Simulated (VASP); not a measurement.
Mg5Se:

```
CELL_PARAMETERS angstrom
3.61342 0.00000 0.00000
-1.80671 3.12931 0.00000
0.00000 0.00000 12.91763
ATOMIC_POSITIONS crystal
Mg 0.66667 0.33333 0.87158
Mg 0.33333 0.66667 0.12842
Mg 0.33333 0.66667 0.68342
Mg 0.00000 0.00000 0.50000
Mg 0.66667 0.33333 0.31658
Se 0.00000 0.00000 0.00000
```

```yaml
Program: VASP 6.6.1
Task: relaxation of cell and atoms
Functional: PBE
Potentials_or_basis: VASP PAW PBE potentials, release 64 (Mg, Se)
Cutoff: 600 eV
k_mesh: 12 × 12 × 4
Occupations: gaussian, width 0.1 eV
Spin: no spin polarisation
```

At the start: pressure 0.1 GPa; volume 24.34 Å³/atom.

**Question.** How do energy, volume and symmetry change on relaxing?

**Answer.** Over 10 steps the energy falls by 4.1 meV/atom and the volume is 24.39 Å³/atom (+0.2 %); space group P-3m1 (No. 164, to 0.1 Å) before and after.

The path:
| step | energy change (eV) | largest force (eV/Å) | pressure (GPa) | volume (Å³) |
| --- | --- | --- | --- | --- |
| 1 | 0.0000 | 0.0798 | 0.14 | 146.07 |
| 2 | -0.0123 | 0.0776 | -0.06 | 146.51 |
| 3 | -0.0191 | 0.1215 | -0.35 | 147.16 |
| 4 | -0.0223 | 0.0631 | 0.01 | 145.88 |
| 5 | -0.0224 | 0.0619 | 0.07 | 145.65 |
| 6 | -0.0234 | 0.0520 | 0.07 | 145.83 |
| 7 | -0.0243 | 0.0291 | 0.05 | 146.24 |
| 8 | -0.0246 | 0.0105 | -0.08 | 146.67 |
| 9 | -0.0246 | 0.0112 | -0.08 | 146.66 |
| 10 | -0.0247 | 0.0006 | 0.00 | 146.33 |

Final structure:
```
Mg Se
1.0
     3.57328    0.00000    0.00000
    -1.78664    3.09455    0.00000
     0.00000    0.00000   13.23319
Mg Se
5 1
Direct
  0.66667 0.33333 0.87353
  0.33333 0.66667 0.12647
  0.33333 0.66667 0.68658
  0.00000 0.00000 0.50000
  0.66667 0.33333 0.31342
  0.00000 0.00000 0.00000
```
